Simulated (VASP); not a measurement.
Cs: single point with revPBE

The system is Cs.

```
CELL_PARAMETERS angstrom
5.40035 0.00000 0.00000
0.00000 5.40035 0.00000
0.00000 0.00000 5.40035
ATOMIC_POSITIONS crystal
Cs 0.00000 0.00000 0.00000
```

This isn't the form of Cs at room conditions, which is bcc.

- Program: VASP 6.6.1
- Task: single point
- Functional: revPBE
- Potentials or basis: VASP PAW PBE potentials, release 64 (Cs_sv)
- Cutoff: 520 eV
- k mesh: 7 × 7 × 7
- Occupations: fermi-dirac, width 0.1 eV
- Spin: no spin polarisation

The pressure is -0.1 GPa. The band gap on the k mesh is zero (an odd number of electrons rules out a gap without spin polarisation).

Levels at points of the mesh, in eV from the Fermi level:
```csv
k point,band 1,band 2,band 3,band 4,band 5,band 6,band 7,band 8,band 9,band 10
"(0.00, 0.00, 0.00)",-24.21,-10.98,-10.98,-10.98,-1.36,1.42,1.42,3.77,3.77,3.77
```

It took 38 s on 1 thread of Intel Xeon 8259CL, with other jobs on the host, peak memory 0.24 GiB.

Caveat: the PAW data sets were made with another functional, which shifts forces and pressure a little; spin-orbit coupling is left out, which moves the levels of the heavy elements.
